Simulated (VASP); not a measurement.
Here is a VASP 6.6.1 calculation.

Contents of INCAR:

```
PREC = Accurate
ENCUT = 520
EDIFF = 1E-7
ISMEAR = 0
SIGMA = 0.1
LREAL = False
LASPH = True
NELM = 100
ALGO = Normal
ISIF = 2
LWAVE = False
LCHARG = True
GGA = CA
LELF = True
LVHAR = True
NBANDS = 8
```

Contents of KPOINTS:

```
regular mesh
0
Gamma
  8 8 8
```

Contents of POSCAR:

```
H
1.0
   -1.4250932293      1.4250932293      1.9499638287
    1.4250932293     -1.4250932293      1.9499638287
    1.4250932293      1.4250932293     -1.9499638287
H
2
Direct
    0.9012150945      0.9012150945      0.0000000000
    0.0987849055      0.0987849055      0.0000000000
```

Potentials or basis: VASP PAW LDA potentials, release 64 (H).

The run is started by

```bash
$ cat potpaw_LDA.64/H/POTCAR > POTCAR
$ mpirun -np 1 vasp_std > vasp.out
```

(1) What does it give for the pressure?

(2) What does it give for the largest force?

Results:

(1) -0.4 GPa.

(2) 0.035 eV/Å.
